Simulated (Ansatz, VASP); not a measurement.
Zr: VASP beside Ansatz

```
CELL_PARAMETERS angstrom
0.00000 2.22859 2.22859
2.22859 0.00000 2.22859
2.22859 2.22859 0.00000
ATOMIC_POSITIONS crystal
Zr 0.00000 0.00000 0.00000
```

Alike in both runs: functional PBEsol; k mesh 8 × 8 × 8; occupations gaussian, width 0.1 eV; no spin polarisation.

Ansatz relaxed the structure, and its values are those at the end. VASP's run is a single point on that final structure, the one shown.

|  | VASP | Ansatz |
| --- | --- | --- |
| version | VASP 6.6.1 | Ansatz 0.2.0 |
| potentials or method | VASP PAW PBE potentials, release 64 (Zr_sv), cutoff 500 eV | scalar-relativistic, plane waves, PAW |
| valence electrons in the cell | 12 | 12 |

|  | VASP | Ansatz | Ansatz less VASP |
| --- | --- | --- | --- |
| gap on the k mesh at the Fermi level (eV) | none | none | - |
| pressure (GPa) | 0.2 | 0.1 | -0.09 |

VASP's potentials were made for PBE, not for PBEsol. A gap of «none» marks a metal or a gap that the smearing closes. With one functional, cell and mesh, what is left measures potentials, basis and numerics.
